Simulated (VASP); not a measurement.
# Cl (P6/mmm) in VASP: notebook

Cl is run at these levels: PBE; tasks: single point.

All numbers are computed with VASP 6.6.1; they aren't measurements. Logs are shortened: lines on timing, memory, paths and dates and some standing lists are left out, and cuts for length are marked.

## 1. The cell of the first run

The structure is hexagonal, space group P6/mmm (No. 191). Conventional cell: a = 4.773 Å, b = 4.773 Å, c = 2.149 Å, α = 90.00°, β = 90.00°, γ = 120.00°. Cl (site symmetry 6/mmm) has 2 Cl at 2.15 Å within 2.8 Å. Cl (site symmetry -6m2) has 5 Cl at 2.15 to 2.76 Å within 2.8 Å.

## 2. Single point, PBE (14.13 Å³/atom)

File POSCAR:

```
Cl
1.0
    4.7732515437      0.0000000000      0.0000000000
   -2.3866257719      4.1337570955      0.0000000000
    0.0000000000      0.0000000000      2.1488391769
Cl
3
Direct
    0.0000000000      0.0000000000      0.0000000000
    0.3333333333      0.6666666667      0.5000000000
    0.6666666667      0.3333333333      0.5000000000
```

File INCAR.step1:

```
ALGO = Normal ; EDIFF = 1E-6
ENCUT = 520 ; GGA = PE
ISIF = 2 ; ISMEAR = -1
LASPH = T ; LCHARG = T
LREAL = F ; LWAVE = F
NBANDS = 18 ; NELM = 60
PREC = Accurate ; SIGMA = 0.05
```

File KPOINTS.step1:

```
k-points
0
Gamma
  8 8 11
```

File INCAR.step2:

```
ALGO = Normal ; EDIFF = 1E-6
ENCUT = 520 ; GGA = PE
ICHARG = 11 ; ISIF = 2
ISMEAR = -5 ; LASPH = T
LCHARG = F ; LORBIT = 10
LREAL = F ; LWAVE = F
NBANDS = 18 ; NEDOS = 1001
NELM = 60 ; PREC = Accurate
SIGMA = 0.05
```

File KPOINTS.step2:

```
k-points
0
Gamma
  12 12 17
```

Potentials or basis: VASP PAW PBE potentials, release 64 (Cl).

On the command line:

```
$ cat potpaw_PBE.64/Cl/POTCAR > POTCAR
$ cp INCAR.step1 INCAR
$ cp KPOINTS.step1 KPOINTS
$ mpirun -np 1 vasp_std > vasp.out
$ cp INCAR.step2 INCAR
$ cp KPOINTS.step2 KPOINTS
$ mpirun -np 1 vasp_std > vasp.out
```

OUTCAR:

```text
EDIFF = 1E-6
   ENCUT = 520
   GGA = PE
   ICHARG = 11
   ISIF = 2
   ISMEAR = -5
   LASPH = T
   LORBIT = 10
   LREAL = F
   NELM = 60
   PREC = Accurate

 ion  position               nearest neighbor table
   1  0.000  0.000  0.000-
   2  0.333  0.667  0.500-
   3  0.667  0.333  0.500-

  LATTYP: Found a hexagonal cell.
 ALAT       =     4.7732515437
 C/A-ratio  =     0.4501835190

  Lattice vectors:

 A1 = (   4.7732515437,   0.0000000000,   0.0000000000)
 A2 = (  -2.3866257719,   4.1337570955,   0.0000000000)
 A3 = (   0.0000000000,   0.0000000000,   2.1488391769)

Analysis of symmetry for initial positions (statically):
=====================================================================
 Subroutine PRICEL returns:
 Original cell was already a primitive cell.

 Routine SETGRP: Setting up the symmetry group for a
 hexagonal supercell.

 Subroutine GETGRP returns: Found 24 space group operations
 (whereof 24 operations were pure point group operations)
 out of a pool of 24 trial point group operations.

The static configuration has the point symmetry D_6h.

Analysis of symmetry for dynamics (positions and initial velocities):
=====================================================================
 Subroutine PRICEL returns:
 Original cell was already a primitive cell.

 Routine SETGRP: Setting up the symmetry group for a
 hexagonal supercell.

 Subroutine GETGRP returns: Found 24 space group operations
 (whereof 24 operations were pure point group operations)
 out of a pool of 24 trial point group operations.

The dynamic configuration has the point symmetry D_6h.

 Subroutine INISYM returns: Found 24 space group operations
 (whereof 24 operations are pure point group operations),
 and found     1 'primitive' translations

----------------------------------------------------------------------------------------

                                     Primitive cell

  volume of cell :      42.3997

  direct lattice vectors                    reciprocal lattice vectors
     4.773251544  0.000000000  0.000000000     0.209500796  0.120955341  0.000000000
    -2.386625772  4.133757096  0.000000000     0.000000000  0.241910682  0.000000000
     0.000000000  0.000000000  2.148839177     0.000000000  0.000000000  0.465367539

  length of vectors
     4.773251544  4.773251544  2.148839177     0.241910682  0.241910682  0.465367539

  position of ions in fractional coordinates (direct lattice)
     0.000000000  0.000000000  0.000000000
     0.333333333  0.666666667  0.500000000
     0.666666667  0.333333333  0.500000000

  ion indices of the primitive-cell ions
   primitive index   ion index
                 1           1
                 2           2
                 3           3

----------------------------------------------------------------------------------------

 KPOINTS: k-points

Automatic generation of k-mesh.
 Grid dimensions read from file:
 generate k-points for:   12   12   17

 Generating k-lattice:

  Cartesian coordinates                     Fractional coordinates (reciprocal lattice)
     0.017458400  0.010079612  0.000000000     0.083333333  0.000000000  0.000000000
     0.000000000  0.020159224  0.000000000     0.000000000  0.083333333  0.000000000
     0.000000000  0.000000000  0.027374561     0.000000000  0.000000000  0.058823529

  Length of vectors
     0.020159224  0.020159224  0.027374561

  Shift w.r.t. Gamma in fractional coordinates (k-lattice)
     0.000000000  0.000000000  0.000000000

 TETIRR: Found   2420 inequivalent tetrahedra from    14688

 Subroutine IBZKPT returns following result:
 ===========================================

 Found    171 irreducible k-points:

 Following reciprocal coordinates:
            Coordinates               Weight
  0.000000  0.000000  0.000000      1.000000
  0.083333  0.000000  0.000000      6.000000
  0.166667  0.000000  0.000000      6.000000
  0.250000  0.000000  0.000000      6.000000
  0.333333  0.000000  0.000000      6.000000
  0.416667  0.000000  0.000000      6.000000
[... 16 lines left out ...]
  0.250000  0.000000  0.058824     12.000000
  0.333333  0.000000  0.058824     12.000000
 [... further k-points ...]
   k-points           NKPTS =    171   k-points in BZ     NKDIM =    171   number of bands    NBANDS=     18
   number of dos      NEDOS =   1001   number of ions     NIONS =      3
   total plane-waves  NPLWV =  20736
   dimension x,y,z NGX =    36 NGY =   36 NGZ =   16
   dimension x,y,z NGXF=    72 NGYF=   72 NGZF=   32
   ions per type =               3
   NGX,Y,Z   is equivalent  to a cutoff of  12.54, 12.54, 12.38 a.u.
   NGXF,Y,Z  is equivalent  to a cutoff of  25.08, 25.08, 24.76 a.u.
 SYSTEM =  unknown system
   PREC   = accura    normal or accurate (medium, high low for compatibility)
   ISTART =      0    job   : 0-new  1-cont  2-samecut
   ICHARG =     11    charge: 1-file 2-atom 10-const
   ISPIN  =      1    spin polarized calculation?
   LNONCOLLINEAR =      F non collinear calculations
   LSORBIT =      F    spin-orbit coupling
   LASPH  =      T    aspherical Exc in radial PAW
   ENCUT  =  520.0 eV  38.22 Ry    6.18 a.u.   8.88  8.88  4.00*2*pi/ulx,y,z
   NELM   =     60;   NELMIN=  2; NELMDL=  0     # of ELM steps
   EDIFF  = 0.1E-05   stopping-criterion for ELM
   LREAL  =      F    real-space projection
   EDIFFG = 0.1E-04   stopping-criterion for IOM
   NSW    =      0    number of steps for IOM
   IBRION =     -1    ionic relax: 0-MD 1-quasi-New 2-CG
   NFREE  =      0    steps in history (QN), initial steepest desc. (CG)
   ISIF   =      2    stress and relaxation
   ISYM   =      2    0-nonsym 1-usesym 2-fastsym
   POTIM  = 0.5000    time-step for ionic-motion
   TEBEG  =    0.0;   TEEND  =   0.0 temperature during run
   PSTRESS=    0.0 pullay stress
   NELECT =      21.0000    total number of electrons
   NUPDOWN=      -1.0000    fix difference up-down
   EMIN   =  10.00;   EMAX   =-10.00  energy-range for DOS
   EFERMI =   0.00;   METHOD = LEGACY
   ISMEAR =    -5;   SIGMA  =   0.05  broadening in eV -4-tet -1-fermi 0-gaus
   EFERMI_NEDOS =   21; number of points for ismear=-14 and -15
   IALGO  =     38    algorithm
   IMIX   =      4    mixing-type and parameters
     AMIX     =   0.40;   BMIX     =  1.00
     AMIX_MAG =   1.60;   BMIX_MAG =  1.00
  volume/ion in A,a.u.               =      14.13        95.38
  Fermi-wavevector in a.u.,A,eV,Ry     =   1.295270  2.447705 22.826815  1.677724
  Thomas-Fermi vector in A             =   2.426800
   LORBIT       =     10    0 simple, 1 ext, 2 COOP (PROOUT), +10 PAW based schemes
   GGA     = PE    functional components
   LHFCALC =     F    Hartree Fock is set to
   AEXX    =    0.0000 exact exchange contribution
   IVDW    =     0    specifies the selected vdW correction
   LEPSILON=     F    determine dielectric tensor
   LRPA    =     F    only Hartree local field effects (RPA)
 non-spin polarized calculation
 Fermi weights with tetrahedron method with Bloechl corrections
  energy-cutoff  :      520.00
  volume of cell :       42.40
 maximum number of plane-waves:      1166
 NGX is ok and might be reduce to    36

 number of electron      20.9999997 magnetization

 Free energy of the ion-electron system (eV)
  ---------------------------------------------------
  ext. energy  EPLUGINS =         0.00000000
  ---------------------------------------------------
  free energy    TOTEN  =        -2.08652031 eV

  energy without entropy =       -2.08652031  energy(sigma->0) =       -2.08652031

 E-fermi :   7.6314     XC(G=0): -11.4970

 val. band max:        7.6638267514   @ k =   0.1667   0.0000   0.4118
 cond. band min:       7.5640175546   @ k =   0.0000   0.0000   0.2353
 fundamental gap:     -0.0998091967
 Fermi energy:         7.6313741711

 k-point     1 :       0.0000    0.0000    0.0000
  band No.  band energies     occupation
      1     -12.2517      2.00000
      2      -9.7284      2.00000
      3      -9.5402      2.00000
      4       0.7910      2.00000
      5       0.7910      2.00000
      6       1.0415      2.00000
[... 10 lines left out ...]
     17      21.3771      0.00000
     18      21.4148      0.00000

 k-point     2 :       0.0833    0.0000    0.0000
  band No.  band energies     occupation
      1     -12.2139      2.00000
      2      -9.7649      2.00000
      3      -9.5752      2.00000
      4       0.4168      2.00000
      5       0.4973      2.00000
      6       1.4864      2.00000
[... 10 lines left out ...]
     17      20.3904      0.00000
     18      20.4195      0.00000

 k-point     3 :       0.1667    0.0000    0.0000
  band No.  band energies     occupation
      1     -12.1017      2.00000
      2      -9.8744      2.00000
      3      -9.6706      2.00000
      4       0.0185      2.00000
      5       0.3535      2.00000
      6       2.0936      2.00000
[... 10 lines left out ...]
     17      20.1242      0.00000
     18      20.5904      0.00000

 k-point     4 :       0.2500    0.0000    0.0000
  band No.  band energies     occupation
      1     -11.9193      2.00000
      2     -10.0681      2.00000
      3      -9.7874      2.00000
      4      -0.2999      2.00000
      5       0.4661      2.00000
      6       2.7498      2.00000
[... 375 lines left out ...]
      4       0.1111      2.00000
      5       0.4452      2.00000
      6       2.1818      2.00000
[... 10 lines left out ...]
     17      20.6857      0.00000
     18      20.8921      0.00000

 k-point    23 :       0.2500    0.0000    0.0588
  band No.  band energies     occupation
      1     -11.8196      2.00000
      2      -9.9705      2.00000
      3      -9.6904      2.00000
      4      -0.2067      2.00000
      5       0.5574      2.00000
      6       2.8357      2.00000
[... 10 lines left out ...]
     17      20.5540      0.00000
     18      21.4574      0.00000

 k-point    24 :       0.3333    0.0000    0.0588
  band No.  band energies     occupation
      1     -11.5750      2.00000
      2     -10.2478      2.00000
      3      -9.7863      2.00000
      4      -0.4369      2.00000
      5       0.9123      2.00000
      6       3.5143      2.00000
[... 10 lines left out ...]
     17      20.1077      0.00000
     18      22.4894      0.00000

 [... further k-points ...]
[... 5 lines left out ...]
  --------------------------------------------------------------------------------------
  -------------------------------------------------------------------------------------
  Total       12.1579430     12.1579430     11.3648400     -0.0000000     -0.0000000     -0.0000000
  in kB      459.4174604    459.4174604    429.4481348     -0.0000000     -0.0000000     -0.0000000
  external PRESSURE =     449.4276852 kB  Pullay stress =       0.0000000 kB

 VOLUME and BASIS-vectors are now :
 -----------------------------------------------------------------------------
  energy-cutoff  :      520.00
  volume of cell :       42.40
      direct lattice vectors                 reciprocal lattice vectors
     4.773251544  0.000000000  0.000000000     0.209500796  0.120955341  0.000000000
    -2.386625772  4.133757096  0.000000000     0.000000000  0.241910682  0.000000000
     0.000000000  0.000000000  2.148839177     0.000000000  0.000000000  0.465367539

 POSITION                                       TOTAL-FORCE (eV/Angst)
 -----------------------------------------------------------------------------------
      0.00000      0.00000      0.00000        -0.000000      0.000000      0.000000
     -0.00000      2.75584      1.07442         0.000000      0.000000     -0.000000
      2.38663      1.37792      1.07442        -0.000000     -0.000000      0.000000
 -----------------------------------------------------------------------------------
    total drift:                               -0.000000      0.000000     -0.000000

  FREE ENERGIE OF THE ION-ELECTRON SYSTEM (eV)
  ---------------------------------------------------
  free  energy   TOTEN  =        -2.0865203149 eV

  energy  without entropy=       -2.0865203149  energy(sigma->0) =       -2.08652031

 total charge

# of ion       s       p       d       tot
------------------------------------------
    1        1.650   3.446   0.000   5.096
    2        1.661   3.355   0.000   5.016
    3        1.661   3.355   0.000   5.016
--------------------------------------------------
tot          4.972  10.157   0.000  15.129
```

Wall time 37 s (1 thread of AMD EPYC 9R45 (Zen 5), shared host); peak memory 0.17 GiB.

Results:

* Valence electrons inside the program's atomic spheres: Cl 5.10, 5.02 (each value once)

Levels at points of the mesh, in eV from the Fermi level:
```tsv
k point	band 7	band 8	band 9	band 10	band 11	band 12	band 13	band 14	band 15	band 16
(0.00, 0.00, 0.00)	-6.59	-0.94	-0.94	4.88	5.86	6.09	7.70	12.35	12.35	12.43
(0.50, 0.00, 0.00)	-2.91	-2.83	-2.66	5.36	5.50	5.90	6.55	10.04	10.24	10.75
```

Caveat: an odd number of electrons without spin polarisation forces a metal; a magnetic or distorted state may lie lower.

## 3. Single point, PBE (19.43 Å³/atom)

This run uses another cell than the first one, of 19.43 Å³/atom.

File POSCAR:

```
Cl
1.0
    5.5215856687      0.0000000000      0.0000000000
   -2.7607928343      4.7818334583      0.0000000000
    0.0000000000      0.0000000000      2.2080435017
Cl
3
Direct
    0.0000000000      0.0000000000      0.0000000000
    0.3333333333      0.6666666667      0.5000000000
    0.6666666667      0.3333333333      0.5000000000
```

File INCAR.step1:

```
PREC = Accurate ; ENCUT = 520
EDIFF = 1E-6 ; ISMEAR = -1
SIGMA = 0.05 ; LREAL = False
LASPH = True ; NELM = 80
ALGO = Normal ; ISIF = 2
LWAVE = False ; LCHARG = True
GGA = PE ; NBANDS = 18
```

File KPOINTS.step1:

```
regular mesh
0
Gamma
  8 8 11
```

File INCAR.step2:

```
PREC = Accurate ; ENCUT = 520
EDIFF = 1E-6 ; ISMEAR = -5
SIGMA = 0.05 ; LREAL = False
LASPH = True ; NELM = 80
ALGO = Normal ; ISIF = 2
LWAVE = False ; LCHARG = False
GGA = PE ; LORBIT = 11
NEDOS = 1001 ; ICHARG = 11
```

File KPOINTS.step2:

```
regular mesh
0
Gamma
  12 12 17
```

Potentials or basis: VASP PAW PBE potentials, release 64 (Cl).

On the command line:

```
$ cat potpaw_PBE.64/Cl/POTCAR > POTCAR
$ cp INCAR.step1 INCAR
$ cp KPOINTS.step1 KPOINTS
$ mpirun -np 1 vasp_std > vasp.out
$ cp INCAR.step2 INCAR
$ cp KPOINTS.step2 KPOINTS
$ mpirun -np 1 vasp_std > vasp.out
```

It took 48 s on 1 thread of AMD EPYC 9R45 (Zen 5), shared host; peak memory 0.19 GiB.

It converged, with:

* Valence electrons inside the program's atomic spheres: Cl 5.01, 4.97 (each value once)

Levels at points of the mesh, in eV from the Fermi level:
```csv
k point,band 6,band 7,band 8,band 9,band 10,band 11,band 12,band 13,band 14
"(0.00, 0.00, 0.00)",-4.52,-4.52,-1.79,-1.79,5.14,5.38,5.80,6.55,11.72
"(0.50, 0.00, 0.00)",-4.10,-2.77,-2.62,-2.52,5.24,5.31,5.77,7.31,9.53
```

Caveat: an odd number of electrons without spin polarisation forces a metal; a magnetic or distorted state may lie lower.
